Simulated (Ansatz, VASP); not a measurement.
# Two plane-wave programs on AlAu2

Contents of INCAR:

```
PREC = Accurate ; ENCUT = 520
EDIFF = 1E-7 ; ISMEAR = 0
SIGMA = 0.15 ; LREAL = False
LASPH = True ; NELM = 80
ALGO = Fast ; ISIF = 2
LWAVE = False ; LCHARG = False
GGA = CA ; NBANDS = 20
```

File KPOINTS:

```
Automatic mesh
0
Gamma
  16 16 16
```

File POSCAR:

```
AlAu2
1.0
   -1.7019000000      1.7019000000      4.0978500000
    1.7019000000     -1.7019000000      4.0978500000
    1.7019000000      1.7019000000     -4.0978500000
Al Au
1 2
Direct
    0.0000000000      0.0000000000      0.0000000000
    0.6570428093      0.6570428093      0.0000000000
    0.3429571907      0.3429571907      0.0000000000
```

Input for Ansatz:

```yaml
crystal:
  lattice:
    - [-1.7019, 1.7019, 4.09785]
    - [1.7019, -1.7019, 4.09785]
    - [1.7019, 1.7019, -4.09785]
  atoms:
    - { symbol: Al, position: [0.0, 0.0, 0.0] }
    - { symbol: Au, position: [0.6570428093, 0.6570428093, 0.0] }
    - { symbol: Au, position: [0.3429571907, 0.3429571907, 0.0] }
basis:
  ecutwfc: 420
kpoints:
  mp_grid: { grid: [16, 16, 16] }
hamiltonian:
  xc: lda
scf:
  occupations: { method: gaussian, width: 0.15 }
output:
  forces: true
  stress: true
  eigenvalues: true
```

Alike in both runs: task single point; functional LDA; k mesh 16 × 16 × 16; occupations gaussian, width 0.15 eV; no spin polarisation.

|  | VASP | Ansatz |
| --- | --- | --- |
| version | VASP 6.6.1 | Ansatz 0.2.0 |
| potentials or method | VASP PAW LDA potentials, release 64 (Al, Au), cutoff 520 eV | scalar-relativistic, plane waves, PAW |
| valence electrons in the cell | 25 | 41 |

```tsv
	VASP	Ansatz	Ansatz less VASP
gap on the k mesh at the Fermi level (eV)	none	none	-
pressure (GPa)	2.5	2.1	-0.38
traceless stress, the component that is largest in VASP (GPa)	7.41	7.24	-0.171
rms of the force components (eV/Å)	0.534	0.528	-0.0061
```

LDA's correlation is that of Perdew and Zunger in VASP and of Perdew and Wang (1992) in Ansatz. Atom by atom the forces differ by 0.006 eV/Å (rms over components). A gap of «none» marks a metal or a gap that the smearing closes. VASP's potentials hold 25 valence electrons a cell and Ansatz's 41, so a difference there can come from the potentials and not from the codes.

Spin-orbit coupling is off throughout.
